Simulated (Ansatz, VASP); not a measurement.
## One calculation of TiPd, two programs

```
Ti Pd
1.0
     3.10134    0.00000    0.00000
     0.00000    3.10134    0.00000
     0.00000    0.00000    3.10134
Ti Pd
1 1
Direct
  0.50000 0.50000 0.50000
  0.00000 0.00000 0.00000
```

Alike in both runs: functional LDA; k mesh 14 × 14 × 14; occupations gaussian, width 0.1 eV; no spin polarisation.

Ansatz relaxed the structure, and its values are those at the end. VASP's run is a single point on that final structure, the one shown.

```csv
,VASP,Ansatz
version,VASP 6.6.1,Ansatz 0.2.0
potentials or method,"VASP PAW LDA potentials, release 64 (Ti_sv, Pd), cutoff 500 eV","scalar-relativistic, plane waves, PAW"
valence electrons in the cell,22,30
```

Ansatz gave:

- gap on the k mesh at the Fermi level (eV): none
- pressure (GPa): 0.0

Estimate VASP's values.

gap on the k mesh at the Fermi level (eV): none; pressure (GPa): 0.3.

LDA's correlation is that of Perdew and Zunger in VASP and of Perdew and Wang (1992) in Ansatz. A gap of «none» marks a metal or a gap that the smearing closes. VASP's potentials hold 22 valence electrons a cell and Ansatz's 30, so a difference there can come from the potentials and not from the codes.
